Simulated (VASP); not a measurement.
Write the native input for VASP 6.6.1 that does the following.

```
Task                   : single point
Functional             : LDA
Potentials or basis    : VASP PAW LDA potentials, release 64 (Os)
Cutoff                 : 520 eV
k mesh                 : 13 × 13 × 8
Occupations            : gaussian, width 0.2 eV
Spin                   : no spin polarisation
Dipole correction      : no
Further INCAR settings : ALGO = Normal; EDIFF = 1e-06; NBANDS = 15
```

The structure of Os lies in POSCAR:

```
Os
1.0
    2.7175247593      0.0000000000      0.0000000000
   -1.3587623796      2.3534454770      0.0000000000
    0.0000000000      0.0000000000      4.2844606214
Os
2
Direct
    0.3333333333      0.6666666667      0.2500000000
    0.6666666667      0.3333333333      0.7500000000
```

The input as run:

INCAR

```
SYSTEM = Os
PREC     = Accurate       ! precision mode
ENCUT    = 520            ! plane-wave cutoff, eV
EDIFF    = 1E-6           ! SCF threshold, eV
ISMEAR   = 0              ! smearing method
SIGMA    = 0.2            ! smearing width, eV
LREAL    = .False.        ! projectors in reciprocal space
LASPH    = .True.         ! aspherical terms in the spheres
NELM     = 80             ! most SCF steps
ALGO     = Normal         ! electronic algorithm
ISIF     = 2              ! what is computed and relaxed
LWAVE    = .False.        ! write WAVECAR
LCHARG   = .True.         ! write CHGCAR
GGA      = CA             ! functional
LELF     = .True.         ! ELF
LVHAR    = .True.       
NBANDS   = 15             ! bands
```

KPOINTS

```
Automatic mesh
0
Gamma
  13 13 8
  0 0 0
```

Potentials or basis: VASP PAW LDA potentials, release 64 (Os).

Launch:

```console
$ cat potpaw_LDA.64/Os/POTCAR > POTCAR
$ mpirun -np 1 vasp_std > vasp.out
```

It gave:

```json
{"Pressure": "1.0 GPa", "Band gap on the k mesh": "zero (band 8 reaches 11.84 eV, above the bottom of band 9 at 7.90 eV)"}
```

Caveat: spin-orbit coupling is left out, which moves the levels of the heavy elements.

It took 29 s on 1 thread of Intel(R) Xeon(R) Platinum 8259CL CPU @ 2.50GHz (Skylake/Cascade Lake) (shared host), peak memory 0.15 GiB.
